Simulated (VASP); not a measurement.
# Sn (I4_1/amd) in VASP: further runs

Runs on Sn. Level: LDA. Tasks: relaxation of cell and atoms, single point.

All numbers are computed with VASP 6.6.1; they aren't measurements. Logs are shortened: lines on timing, memory, paths and dates and some standing lists are left out, and cuts for length are marked.

## (1) The cell of the first run

Symmetry: I4_1/amd, No. 141, tetragonal system. Conventional cell: a = 5.839 Å, b = 5.839 Å, c = 3.188 Å, α = 90.00°, β = 90.00°, γ = 90.00°. Sn (site symmetry -4m2) has 10 Sn at 3.03 to 3.77 Å within 4.0 Å.

## (2) Relaxation of cell and atoms, LDA

File INCAR:

```
SYSTEM = Sn
ALGO = Normal
EDIFF = 1E-7
EDIFFG = -0.005
ENCUT = 600
IBRION = 2
ISIF = 3
ISMEAR = 0
LASPH = .TRUE.
LCHARG = .FALSE.
LREAL = .FALSE.
LWAVE = .FALSE.
NELM = 100
NSW = 100
PREC = Accurate
SIGMA = 0.1
```

File KPOINTS:

```
k-points
0
G
  16 16 16
  0 0 0
```

File POSCAR:

```
Sn
1.0
   -2.9196440750      2.9196440750      1.5938000000
    2.9196440750     -2.9196440750      1.5938000000
    2.9196440750      2.9196440750     -1.5938000000
Sn
2
Direct
    0.0000000000      0.0000000000      0.0000000000
    0.7500000000      0.2500000000      0.5000000000
```

Potentials or basis: VASP PAW LDA potentials, release 64 (Sn_d).

Command:

```sh
$ cat potpaw_LDA.64/Sn_d/POTCAR > POTCAR
$ mpirun -np 1 vasp_std > vasp.out
```

OUTCAR:

```text
SYSTEM = Sn
   EDIFF = 1E-7
   EDIFFG = -0.005
   ENCUT = 600
   IBRION = 2
   ISIF = 3
   ISMEAR = 0
   LASPH = .TRUE.
   LREAL = .FALSE.
   NELM = 100
   NSW = 100
   PREC = Accurate

 ion  position               nearest neighbor table
   1  0.000  0.000  0.000-   2 3.03   2 3.03   2 3.03   2 3.03
   2  0.750  0.250  0.500-   1 3.03   1 3.03   1 3.03   1 3.03

  LATTYP: Found a body centered tetragonal cell.
 ALAT       =     5.8392881500
 C/A-ratio  =     0.5458884573

  Lattice vectors:

 A1 = (  -2.9196440750,   2.9196440750,   1.5938000000)
 A2 = (   2.9196440750,  -2.9196440750,   1.5938000000)
 A3 = (   2.9196440750,   2.9196440750,  -1.5938000000)

Analysis of symmetry for initial positions (statically):
=====================================================================
 Subroutine PRICEL returns:
 Original cell was already a primitive cell.

 Routine SETGRP: Setting up the symmetry group for a
 body centered tetragonal supercell.

 Subroutine GETGRP returns: Found 16 space group operations
 (whereof  8 operations were pure point group operations)
 out of a pool of 16 trial point group operations.

The static configuration has the point symmetry D_2d.
 The point group associated with its full space group is D_4h.

Analysis of symmetry for dynamics (positions and initial velocities):
=====================================================================
 Subroutine PRICEL returns:
 Original cell was already a primitive cell.

 Routine SETGRP: Setting up the symmetry group for a
 body centered tetragonal supercell.

 Subroutine GETGRP returns: Found 16 space group operations
 (whereof  8 operations were pure point group operations)
 out of a pool of 16 trial point group operations.

The dynamic configuration has the point symmetry D_2d.
 The point group associated with its full space group is D_4h.

 Subroutine INISYM returns: Found 16 space group operations
 (whereof  8 operations are pure point group operations),
 and found     1 'primitive' translations

----------------------------------------------------------------------------------------

                                     Primitive cell

  volume of cell :      54.3443

  direct lattice vectors                    reciprocal lattice vectors
    -2.919644075  2.919644075  1.593800000     0.000000000  0.171253751  0.313715648
     2.919644075 -2.919644075  1.593800000     0.171253751  0.000000000  0.313715648
     2.919644075  2.919644075 -1.593800000     0.171253751  0.171253751  0.000000000

  length of vectors
     4.425928320  4.425928320  4.425928320     0.357414822  0.357414822  0.242189378

  position of ions in fractional coordinates (direct lattice)
     0.000000000  0.000000000  0.000000000
     0.750000000  0.250000000  0.500000000

  ion indices of the primitive-cell ions
   primitive index   ion index
                 1           1
                 2           2

----------------------------------------------------------------------------------------

 KPOINTS: k-points

Automatic generation of k-mesh.
 Grid dimensions read from file:
 generate k-points for:   16   16   16

 Generating k-lattice:

  Cartesian coordinates                     Fractional coordinates (reciprocal lattice)
     0.000000000  0.010703359  0.019607228     0.062500000 -0.000000000  0.000000000
     0.010703359  0.000000000  0.019607228    -0.000000000  0.062500000  0.000000000
     0.010703359  0.010703359  0.000000000     0.000000000  0.000000000  0.062500000

  Length of vectors
     0.022338426  0.022338426  0.015136836

  Shift w.r.t. Gamma in fractional coordinates (k-lattice)
     0.000000000  0.000000000  0.000000000

 Subroutine IBZKPT returns following result:
 ===========================================

 Found    349 irreducible k-points:

 Following reciprocal coordinates:
            Coordinates               Weight
  0.000000  0.000000  0.000000      1.000000
  0.062500  0.000000  0.000000      8.000000
  0.125000  0.000000  0.000000      8.000000
  0.187500  0.000000 -0.000000      8.000000
  0.250000  0.000000  0.000000      8.000000
  0.312500  0.000000 -0.000000      8.000000
[... 16 lines left out ...]
 -0.125000  0.062500  0.000000     16.000000
 -0.062500  0.062500  0.000000      4.000000
 [... further k-points ...]
   k-points           NKPTS =    349   k-points in BZ     NKDIM =    349   number of bands    NBANDS=     18
   number of dos      NEDOS =    301   number of ions     NIONS =      2
   total plane-waves  NPLWV =  46656
   dimension x,y,z NGX =    36 NGY =   36 NGZ =   36
   dimension x,y,z NGXF=    72 NGYF=   72 NGZF=   72
   ions per type =               2
   NGX,Y,Z   is equivalent  to a cutoff of  13.52, 13.52, 13.52 a.u.
   NGXF,Y,Z  is equivalent  to a cutoff of  27.04, 27.04, 27.04 a.u.
 SYSTEM =  Sn
   PREC   = accura    normal or accurate (medium, high low for compatibility)
   ISTART =      0    job   : 0-new  1-cont  2-samecut
   ICHARG =      2    charge: 1-file 2-atom 10-const
   ISPIN  =      1    spin polarized calculation?
   LNONCOLLINEAR =      F non collinear calculations
   LSORBIT =      F    spin-orbit coupling
   LASPH  =      T    aspherical Exc in radial PAW
   ENCUT  =  600.0 eV  44.10 Ry    6.64 a.u.   8.84  8.84  8.84*2*pi/ulx,y,z
   NELM   =    100;   NELMIN=  2; NELMDL= -5     # of ELM steps
   EDIFF  = 0.1E-06   stopping-criterion for ELM
   LREAL  =      F    real-space projection
   EDIFFG = -.5E-02   stopping-criterion for IOM
   NSW    =    100    number of steps for IOM
   IBRION =      2    ionic relax: 0-MD 1-quasi-New 2-CG
   NFREE  =      1    steps in history (QN), initial steepest desc. (CG)
   ISIF   =      3    stress and relaxation
   ISYM   =      2    0-nonsym 1-usesym 2-fastsym
   POTIM  = 0.5000    time-step for ionic-motion
   TEBEG  =    0.0;   TEEND  =   0.0 temperature during run
   PSTRESS=    0.0 pullay stress
   NELECT =      28.0000    total number of electrons
   NUPDOWN=      -1.0000    fix difference up-down
   EMIN   =  10.00;   EMAX   =-10.00  energy-range for DOS
   EFERMI =   0.00;   METHOD = LEGACY
   ISMEAR =     0;   SIGMA  =   0.10  broadening in eV -4-tet -1-fermi 0-gaus
   EFERMI_NEDOS =   21; number of points for ismear=-14 and -15
   IALGO  =     38    algorithm
   IMIX   =      4    mixing-type and parameters
     AMIX     =   0.40;   BMIX     =  1.00
     AMIX_MAG =   1.60;   BMIX_MAG =  1.00
  volume/ion in A,a.u.               =      27.17       183.37
  Fermi-wavevector in a.u.,A,eV,Ry     =   1.312430  2.480134 23.435677  1.722474
  Thomas-Fermi vector in A             =   2.442823
   LORBIT       =      0    0 simple, 1 ext, 2 COOP (PROOUT), +10 PAW based schemes
   GGA     = CA    functional components
   LHFCALC =     F    Hartree Fock is set to
   AEXX    =    0.0000 exact exchange contribution
   IVDW    =     0    specifies the selected vdW correction
   LEPSILON=     F    determine dielectric tensor
   LRPA    =     F    only Hartree local field effects (RPA)
 conjugate gradient relaxation of ions
 non-spin polarized calculation
 Gauss-broadening in eV      SIGMA  =   0.10
  energy-cutoff  :      600.00
  volume of cell :       54.34
 maximum number of plane-waves:      1842
   NGX = 17   NGY = 17   NGZ = 17

--------------------------------------- Ionic step        1  -------------------------------------------

 number of electron      27.9999999 magnetization

 Free energy of the ion-electron system (eV)
  ---------------------------------------------------
  ext. energy  EPLUGINS =         0.00000000
  ---------------------------------------------------
  free energy    TOTEN  =        -8.97087015 eV

  energy without entropy =       -8.96623471  energy(sigma->0) =       -8.96855243

------------------------ aborting loop because EDIFF is reached ----------------------------------------

  FORCE on cell =-STRESS in cart. coord.  units (eV):
  Direction    XX          YY          ZZ          XY          YZ          ZX
  --------------------------------------------------------------------------------------
  -------------------------------------------------------------------------------------
  Total       -0.5972389     -0.5972389     -0.8549393      0.0000000      0.0000000      0.0000000
  in kB      -17.6077982    -17.6077982    -25.2053222      0.0000000      0.0000000      0.0000000
  external PRESSURE =     -20.1403062 kB  Pullay stress =       0.0000000 kB
[... 165 lines left out ...]
  energy  without entropy=       -8.9801399791  energy(sigma->0) =       -8.98238638

--------------------------------------- Ionic step        6  -------------------------------------------

 number of electron      28.0000009 magnetization

 Free energy of the ion-electron system (eV)
  ---------------------------------------------------
  ext. energy  EPLUGINS =         0.00000000
  ---------------------------------------------------
  free energy    TOTEN  =        -8.98463839 eV

  energy without entropy =       -8.98013547  energy(sigma->0) =       -8.98238693

 E-fermi :   8.1536     XC(G=0): -10.7148

 val. band max:        8.1522129876   @ k =  -0.2500   0.1250   0.0000
 cond. band min:       8.1731519102   @ k =   0.4375   0.3750  -0.0000
 fundamental gap:      0.0209389226
 Fermi energy:         8.1535692282

 k-point     1 :       0.0000    0.0000    0.0000
  band No.  band energies     occupation
      1     -13.4585      2.00000
      2     -13.3736      2.00000
      3     -13.3198      2.00000
      4     -13.3150      2.00000
      5     -13.1310      2.00000
      6     -13.1310      2.00000
[... 10 lines left out ...]
     17      14.4008      0.00000
     18      15.3114      0.00000
[... 466 lines left out ...]
      2     -13.3742      2.00000
      3     -13.3172      2.00000
      4     -13.3166      2.00000
      5     -13.1327      2.00000
      6     -13.1292      2.00000
[... 10 lines left out ...]
     17      14.1884      0.00000
     18      15.3466      0.00000

 [... further k-points ...]
[... 5 lines left out ...]
  --------------------------------------------------------------------------------------
  -------------------------------------------------------------------------------------
  Total        0.0033673      0.0033673      0.0027475      0.0000000      0.0000000      0.0000000
  in kB        0.1029972      0.1029972      0.0840369      0.0000000      0.0000000      0.0000000
  external PRESSURE =       0.0966771 kB  Pullay stress =       0.0000000 kB
[... 17 lines left out ...]
  FREE ENERGIE OF THE ION-ELECTRON SYSTEM (eV)
  ---------------------------------------------------
  free  energy   TOTEN  =        -8.9846383944 eV

  energy  without entropy=       -8.9801354680  energy(sigma->0) =       -8.98238693

 reached required accuracy - stopping structural energy minimisation
```

It took 34 min on 1 thread of AMD EPYC 7R43 (Zen 3), shared host; peak memory 0.4 GiB.

What came out:

```
Free energy                            : -8.9846 eV
Relaxed volume                         : 26.19 Å³/atom
Relaxed cell                           : a = 4.383 Å, b = 4.383 Å, c = 4.383 Å, α = 97.30°, β = 97.30°, γ = 138.24°
Space group after relaxing (to 0.05 Å) : I4_1/amd (No. 141)
Energy gained by relaxing              : 6.9 meV/atom
Ionic steps                            : 6
Pressure after relaxing                : 0.0 GPa
Band gap on the k mesh                 : zero (band 14 reaches 9.80 eV, above the bottom of band 15 at 5.39 eV)
```

The path:
```
step  energy change (eV)  largest force (eV/Å)  pressure (GPa)  volume (Å³)
   1              0.0000                0.0000           -2.01        54.34
   2             -0.0117                0.0000            0.84        51.70
   3             -0.0133                0.0000            0.05        52.36
   4             -0.0137                0.0000            0.04        52.37
   5             -0.0138                0.0000            0.02        52.38
   6             -0.0138                0.0000            0.01        52.38
```

Final structure:
```
Sn
1.0
    -2.89540    2.89540    1.56205
     2.89540   -2.89540    1.56205
     2.89540    2.89540   -1.56205
Sn
2
Direct
  0.00000 0.00000 0.00000
  0.75000 0.25000 0.50000
```

Caveat: spin-orbit coupling is left out, which moves the levels of the heavy elements. Zero-point motion and thermal expansion aren't in these numbers.

(Continued in part 2 of 2.)
